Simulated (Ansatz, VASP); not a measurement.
**Mo in VASP and in Ansatz**

The input INCAR:

```
PREC = Accurate
ENCUT = 520
EDIFF = 1E-6
ISMEAR = 0
SIGMA = 0.15
LREAL = False
LASPH = True
NELM = 100
ALGO = Fast
ISIF = 2
LWAVE = False
LCHARG = False
GGA = PS
NBANDS = 13
```

KPOINTS

```
Automatic mesh
0
Gamma
  24 24 20
```

File POSCAR:

```
Mo
1.0
    2.8126072637      0.0000000000      0.0000000000
   -1.4063036318      2.4357893412      0.0000000000
    0.0000000000      0.0000000000      2.4170195880
Mo
1
Direct
    0.0000000000      0.0000000000      0.5000000000
```

Input for Ansatz:

```yaml
crystal:
  lattice:
    - [2.8126072637, 0.0, 0.0]
    - [-1.4063036318, 2.4357893412, 0.0]
    - [0.0, 0.0, 2.417019588]
  atoms:
    - { symbol: Mo, position: [0.0, 0.0, 0.5] }
basis:
  ecutwfc: 420
kpoints:
  mp_grid: { grid: [24, 24, 20] }
hamiltonian:
  xc: pbesol
scf:
  occupations: { method: gaussian, width: 0.15 }
output:
  forces: true
  stress: true
  eigenvalues: true
```

Alike in both runs: task single point; functional PBEsol; k mesh 24 × 24 × 20; occupations gaussian, width 0.15 eV; no spin polarisation.

|  | VASP | Ansatz |
| --- | --- | --- |
| version | VASP 6.6.1 | Ansatz 0.2.0 |
| potentials or method | VASP PAW PBE potentials, release 64 (Mo_sv), cutoff 520 eV | scalar-relativistic, plane waves, PAW |
| valence electrons in the cell | 14 | 14 |

Ansatz gave:

* gap on the k mesh at the Fermi level (eV): none
* pressure (GPa): -3.1
* traceless stress, the component that is largest in VASP (GPa): 9.08

Task: Which values does VASP return?

Result: gap on the k mesh at the Fermi level (eV): none; pressure (GPa): -2.4; traceless stress, the component that is largest in VASP (GPa): 9.59.

VASP's potentials were made for PBE, not for PBEsol. A gap of «none» marks a metal or a gap that the smearing closes.
